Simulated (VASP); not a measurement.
# C (R-3m) in VASP: further runs, part 2 of 2

VASP 6.6.1. Earlier steps stand in the parts before.

### Step 4. Single point, PBE (atoms displaced along a vibrational mode)

INCAR reads:

```
  PREC = Accurate
  ENCUT = 520
  EDIFF = 1E-7
  ISMEAR = 0
  SIGMA = 0.05
  LREAL = False
  LASPH = True
  NELM = 60
  ALGO = Normal
  ISIF = 2
  LWAVE = False
  LCHARG = False
  GGA = PE
  NBANDS = 16
```

KPOINTS reads:

```
regular mesh
0
Gamma
  12 12 10
```

POSCAR reads:

```
C
1.0
    0.0000000000     -1.7834000000     -1.7834000000
   -1.7834000000      0.0000000000     -1.7834000000
    1.7834000000      1.7834000000     -3.5668000000
C
4
Direct
    0.7864202676      0.7864202676      0.7378599108
    0.2864202676      0.2864202676      0.2378599108
    0.3385797324      0.3385797324      0.8871400892
    0.8385797324      0.8385797324      0.3871400892
```

Potentials or basis: VASP PAW PBE potentials, release 64 (C).

Command:

```sh
$ cat potpaw_PBE.64/C/POTCAR > POTCAR
$ mpirun -np 1 vasp_std > vasp.out
```

OUTCAR:

```text
PREC = Accurate
   ENCUT = 520
   EDIFF = 1E-7
   ISMEAR = 0
   LREAL = False
   LASPH = True
   NELM = 60
   ISIF = 2
   GGA = PE

 ion  position               nearest neighbor table
   1  0.786  0.786  0.738-   4 1.47   3 1.47   3 1.47   3 1.84
   2  0.286  0.286  0.238-   3 1.47   4 1.47   4 1.47   4 1.84
   3  0.339  0.339  0.887-   2 1.47   1 1.47   1 1.47   1 1.84
   4  0.839  0.839  0.387-   1 1.47   2 1.47   2 1.47   2 1.84

  LATTYP: Found a trigonal (rhomboedric) cell.
 ALAT       =     4.3684200073
 COS(alpha) =     0.8333333333

  Lattice vectors:

 A1 = (   1.7834000000,   3.5668000000,  -1.7834000000)
 A2 = (   3.5668000000,   1.7834000000,  -1.7834000000)
 A3 = (   1.7834000000,   1.7834000000,  -3.5668000000)

Analysis of symmetry for initial positions (statically):
=====================================================================
 Subroutine PRICEL returns following result:

  LATTYP: Found a face centered cubic cell.
 ALAT       =     3.5668000000

  Lattice vectors:

 A1 = (   0.0000000000,  -1.7834000000,   1.7834000000)
 A2 = (   1.7834000000,  -1.7834000000,   0.0000000000)
 A3 = (   1.7834000000,   0.0000000000,   1.7834000000)

   2 primitive cells build up your supercell.

 Routine SETGRP: Setting up the symmetry group for a
 trigonal (rhombohedral) supercell.

 Subroutine GETGRP returns: Found  4 space group operations
 (whereof  2 operations were pure point group operations)
 out of a pool of 12 trial point group operations.

The static configuration has the point symmetry C_1h.
 The point group associated with its full space group is C_2h.

Analysis of symmetry for dynamics (positions and initial velocities):
=====================================================================
 Subroutine PRICEL returns following result:

  LATTYP: Found a face centered cubic cell.
 ALAT       =     3.5668000000
[... 152 lines left out ...]
   EMIN   =  10.00;   EMAX   =-10.00  energy-range for DOS
   EFERMI =   0.00;   METHOD = LEGACY
   ISMEAR =     0;   SIGMA  =   0.05  broadening in eV -4-tet -1-fermi 0-gaus
   EFERMI_NEDOS =   21; number of points for ismear=-14 and -15
   IALGO  =     38    algorithm
   IMIX   =      4    mixing-type and parameters
     AMIX     =   0.40;   BMIX     =  1.00
     AMIX_MAG =   1.60;   BMIX_MAG =  1.00
  volume/ion in A,a.u.               =       5.67        38.28
  Fermi-wavevector in a.u.,A,eV,Ry     =   1.457178  2.753668 28.890189  2.123369
  Thomas-Fermi vector in A             =   2.574010
   LORBIT       =      0    0 simple, 1 ext, 2 COOP (PROOUT), +10 PAW based schemes
   GGA     = PE    functional components
   LHFCALC =     F    Hartree Fock is set to
   AEXX    =    0.0000 exact exchange contribution
   IVDW    =     0    specifies the selected vdW correction
   LEPSILON=     F    determine dielectric tensor
   LRPA    =     F    only Hartree local field effects (RPA)
 non-spin polarized calculation
 Gauss-broadening in eV      SIGMA  =   0.05
  energy-cutoff  :      520.00
  volume of cell :       22.69
 maximum number of plane-waves:       625
   NGX =  9   NGY =  9   NGZ = 17

 number of electron      16.0000000 magnetization

 Free energy of the ion-electron system (eV)
  ---------------------------------------------------
  ext. energy  EPLUGINS =         0.00000000
  ---------------------------------------------------
  free energy    TOTEN  =       -34.36319362 eV

  energy without entropy =      -34.36319362  energy(sigma->0) =      -34.36319362

 E-fermi :  12.6057     XC(G=0): -13.2760

 val. band max:       12.3213768957   @ k =   0.0833   0.0000   0.3000
 cond. band min:      12.7967568171   @ k =   0.0833   0.0833   0.4000
 fundamental gap:      0.4753799215
 Fermi energy:        12.6057429445

 k-point     1 :       0.0000    0.0000    0.0000
  band No.  band energies     occupation
      1     -11.8293      2.00000
      2      -5.9138      2.00000
      3      -4.2542      2.00000
      4       4.9434      2.00000
      5       7.6456      2.00000
      6       7.6456      2.00000
[... 433 lines left out ...]
      3      -1.8162      2.00000
      4      -0.4798      2.00000
      5       1.2313      2.00000
      6       1.9192      2.00000
[... 8 lines left out ...]
     15      24.6954      0.00000
     16      26.7791      0.00000

 [... further k-points ...]
[... 5 lines left out ...]
  --------------------------------------------------------------------------------------
  -------------------------------------------------------------------------------------
  Total        2.8889654      2.8889654      2.8937734      2.7227662      2.7185765      2.7185765
  in kB      204.0077410    204.0077410    204.3472628    192.2713853    191.9755249    191.9755249
  external PRESSURE =     204.1209149 kB  Pullay stress =       0.0000000 kB

 VOLUME and BASIS-vectors are now :
 -----------------------------------------------------------------------------
  energy-cutoff  :      520.00
  volume of cell :       22.69
      direct lattice vectors                 reciprocal lattice vectors
     0.000000000 -1.783400000 -1.783400000     0.140181675 -0.420545026 -0.140181675
    -1.783400000  0.000000000 -1.783400000    -0.420545026  0.140181675 -0.140181675
     1.783400000  1.783400000 -3.566800000     0.140181675  0.140181675 -0.140181675

 POSITION                                       TOTAL-FORCE (eV/Angst)
 -----------------------------------------------------------------------------------
     -0.08660     -0.08660     -5.43680         2.563804      2.563804      2.561797
     -0.08660     -0.08660     -1.87000         2.563804      2.563804      2.561797
      0.97830      0.97830     -4.37190        -2.563804     -2.563804     -2.561797
     -0.80510     -0.80510     -4.37190        -2.563804     -2.563804     -2.561797
 -----------------------------------------------------------------------------------
    total drift:                               -0.000000     -0.000000      0.000000

  FREE ENERGIE OF THE ION-ELECTRON SYSTEM (eV)
  ---------------------------------------------------
  free  energy   TOTEN  =       -34.3631936180 eV

  energy  without entropy=      -34.3631936180  energy(sigma->0) =      -34.36319362
```

OSZICAR:

```text
N       E                     dE             d eps       ncg     rms          rms(c)
DAV:   1     0.210329399360E+02    0.21033E+02   -0.83227E+03 12744   0.974E+02
DAV:   2    -0.341093409541E+02   -0.55142E+02   -0.50900E+02 17968   0.186E+02
DAV:   3    -0.357485611583E+02   -0.16392E+01   -0.16344E+01 15136   0.280E+01
DAV:   4    -0.357545252676E+02   -0.59641E-02   -0.59634E-02 16176   0.209E+00
DAV:   5    -0.357545586158E+02   -0.33348E-04   -0.33348E-04 14984   0.135E-01    0.811E+00
DAV:   6    -0.347073792924E+02    0.10472E+01   -0.66781E-01 16408   0.523E+00    0.482E+00
DAV:   7    -0.343600916393E+02    0.34729E+00   -0.76420E-01 16616   0.582E+00    0.111E+00
DAV:   8    -0.343630641316E+02   -0.29725E-02   -0.18400E-02 13600   0.884E-01    0.552E-02
DAV:   9    -0.343631516555E+02   -0.87524E-04   -0.12148E-04 17016   0.886E-02    0.344E-02
DAV:  10    -0.343631941642E+02   -0.42509E-04   -0.31857E-05 13584   0.469E-02    0.109E-02
DAV:  11    -0.343631936843E+02    0.47993E-06   -0.57087E-07 17792   0.580E-03    0.992E-04
DAV:  12    -0.343631936180E+02    0.66287E-07   -0.36043E-08  8936   0.183E-03
   1 F= -.34363194E+02 E0= -.34363194E+02  d E =-.179781E-10
```

stdout:

```text
POSCAR found type information on POSCAR C
 POSCAR found :  1 types and       4 ions
 scaLAPACK will be used
 LDA part: xc-table for (Slater+PW92), standard interpolation
 -----------------------------------------------------------------------------
|                                                                             |
|           W    W    AA    RRRRR   N    N  II  N    N   GGGG   !!!           |
|           W    W   A  A   R    R  NN   N  II  NN   N  G    G  !!!           |
|           W    W  A    A  R    R  N N  N  II  N N  N  G       !!!           |
|           W WW W  AAAAAA  RRRRR   N  N N  II  N  N N  G  GGG   !            |
|           WW  WW  A    A  R   R   N   NN  II  N   NN  G    G                |
|           W    W  A    A  R    R  N    N  II  N    N   GGGG   !!!           |
|                                                                             |
|     Your reciprocal lattice and k-lattice belong to different lattice       |
|     classes:                                                                |
|                                                                             |
|        The reciprocal lattice is rhombohedral (trigonal),                   |
|        whereas your k-lattice is base-centered monoclinic.                  |
|                                                                             |
|     Results are often still useful ...                                      |
|                                                                             |
 -----------------------------------------------------------------------------

 POSCAR, INCAR and KPOINTS ok, starting setup
 FFT: planning ... GRIDC
 FFT: planning ... GRID_SOFT
 FFT: planning ... GRID
 WAVECAR not read
 entering main loop
```

It took 1.7 min on 1 thread of Intel Xeon Platinum 8259CL at 2.50GHz (Skylake/Cascade Lake), shared host; peak memory 0.21 GiB.

Results:

* Free energy: -34.3632 eV
* Pressure: 20.4 GPa
* Largest force: 4.439 eV/Å
* Band gap on the k mesh: 0.48 eV

Forces on the atoms (eV/Å):
```
C    2.564  2.564  2.562
C    2.564  2.564  2.562
C   -2.564 -2.564 -2.562
C   -2.564 -2.564 -2.562
```

Stress tensor (GPa, compression positive):
```
20.40 19.23 19.20
19.23 20.40 19.20
19.20 19.20 20.43
```

Caveat: the cell differs from its parent crystal (atoms displaced along a vibrational mode); the cell stands under pressure; semilocal functionals underestimate gaps, and a narrow one can read as zero; forces of over 1 eV/Å act on the atoms, so gaps and moduli don't describe the material at rest.

### Step 5. The runs side by side

| cell | gap on the mesh (eV) | pressure (GPa) | largest force (eV/Å) |
| --- | --- | --- | --- |
| as given, atomic positions A | none | 106.0 | 25.96 |
| as given, atomic positions B | none | 52.2 | 17.31 |
| as given, atomic positions C | 0.48 | 20.4 | 4.44 |

Alike in all rows: task single point; level PBE; potentials or basis VASP PAW PBE potentials, release 64 (C); no spin polarisation; k mesh 12 × 12 × 10; cutoff (eV) 520; smearing gaussian 0.05 eV.

Caveats: the cell stands under pressure; forces of over 1 eV/Å act on the atoms, so gaps and moduli don't describe the material at rest; semilocal functionals underestimate gaps, and a narrow one can read as zero (at least some runs).

Absolute energies hang on the potentials; compare differences alone.
